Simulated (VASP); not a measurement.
FeRhC6N6, 14 atoms in the cell. The structure is cubic, space group Fm-3m (No. 225). The conventional cell has a = 10.234 Å, b = 10.234 Å, c = 10.234 Å, α = 90.00°, β = 90.00°, γ = 90.00°. Fe (site symmetry m-3m) has 6 N at 2.03 Å within 2.7 Å. Within 2.5 Å of Rh (site symmetry m-3m) lie 6 C at 1.92 Å. Within 1.6 Å of C (site symmetry 4mm) lie 1 N at 1.17 Å. N (site symmetry 4mm) has 1 C at 1.17 Å within 1.6 Å. 

- Program: VASP 6.6.1
- Task: single point
- Functional: PBE
- Potentials or basis: VASP PAW PBE potentials, release 64 (Fe, Rh_pv, C, N)
- Cutoff: 520 eV
- k mesh: 4 × 4 × 4
- Occupations: gaussian, width 0.1 eV
- Spin: collinear spin, ferromagnetic start
- Starting moments: [4.0, 1.0, 0.0, 0.0, 0.0, 0.0, 0.0, 0.0, 0.0, 0.0, 0.0, 0.0, 0.0, 0.0] μB
- Dipole correction: no
- Further INCAR settings: ALGO = Normal; EDIFF = 1e-06; NBANDS = 56

Potentials or basis: VASP PAW PBE potentials, release 64 (Fe, Rh_pv, C, N).

Launch:

```bash
$ cat potpaw_PBE.64/Fe/POTCAR potpaw_PBE.64/Rh_pv/POTCAR potpaw_PBE.64/C/POTCAR potpaw_PBE.64/N/POTCAR > POTCAR
$ mpirun -np 1 vasp_std > vasp.out
```

Hardware: 1 thread of Intel(R) Xeon(R) Platinum 8375C CPU @ 2.90GHz (Ice Lake), with other jobs on the host.

Q: How long does it take, and how much memory?

A: Wall time 12 min on 1 thread of Intel(R) Xeon(R) Platinum 8375C CPU @ 2.90GHz (Ice Lake), with other jobs on the host, peak memory 0.62 GiB. Counts: scf iterations 22, k points 8.
